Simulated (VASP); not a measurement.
Input of a VASP 6.6.1 run:

The input INCAR:

```
ALGO = Normal
EDIFF = 1E-6
ENCUT = 520
GGA = PE
ISIF = 2
ISMEAR = 0
IVDW = 12
LASPH = True
LCHARG = False
LREAL = False
LWAVE = False
NBANDS = 14
NELM = 80
PREC = Accurate
SIGMA = 0.02
```

KPOINTS

```
k-points
0
Gamma
  8 8 8
```

POSCAR

```
NaCl
1.0
    0.0000000000      2.5707603607      2.5707603607
    2.5707603607      0.0000000000      2.5707603607
    2.5707603607      2.5707603607      0.0000000000
Na Cl
1 1
Direct
    0.0000000000      0.0000000000      0.0000000000
    0.5000000000      0.5000000000      0.5000000000
```

Potentials or basis: VASP PAW PBE potentials, release 64 (Na_pv, Cl).

Launch:

```sh
$ cat potpaw_PBE.64/Na_pv/POTCAR potpaw_PBE.64/Cl/POTCAR > POTCAR
$ mpirun -np 1 vasp_std > vasp.out
```

Problem. Predict the pressure.

Solution. 12.0 GPa.

Problem. What does it give for the band gap on the k mesh?

Solution. 6.42 eV.

Problem. Predict the dispersion energy per atom.

Solution. -0.287 eV.

Caveat: the cell stands under pressure. As with any semilocal functional, this PBE gap is likely too small.
